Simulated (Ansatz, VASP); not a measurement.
**One calculation of CdSe, two programs**

```
CELL_PARAMETERS angstrom
0.00000 2.76477 2.76477
2.76477 0.00000 2.76477
2.76477 2.76477 0.00000
ATOMIC_POSITIONS crystal
Cd 0.00000 0.00000 0.00000
Se 0.50000 0.50000 0.50000
```

Alike in both runs: task single point; functional r2SCAN; k mesh 10 × 10 × 10; occupations gaussian, width 0.05 eV; no spin polarisation.

|  | VASP | Ansatz |
| --- | --- | --- |
| version | VASP 6.6.1 | Ansatz 0.2.0 |
| potentials or method | VASP PAW PBE potentials, release 64 (Cd, Se), cutoff 520 eV | scalar-relativistic, plane waves, PAW |
| valence electrons in the cell | 18 | 36 |

|  | VASP | Ansatz | Ansatz less VASP |
| --- | --- | --- | --- |
| gap on the k mesh at the Fermi level (eV) | none | none | - |
| pressure (GPa) | 7.6 | 7.1 | -0.56 |

VASP's potentials were made for PBE, not for r2SCAN. A gap of «none» marks a metal or a gap that the smearing closes. VASP's potentials hold 18 valence electrons a cell and Ansatz's 36, so a difference there can come from the potentials and not from the codes.
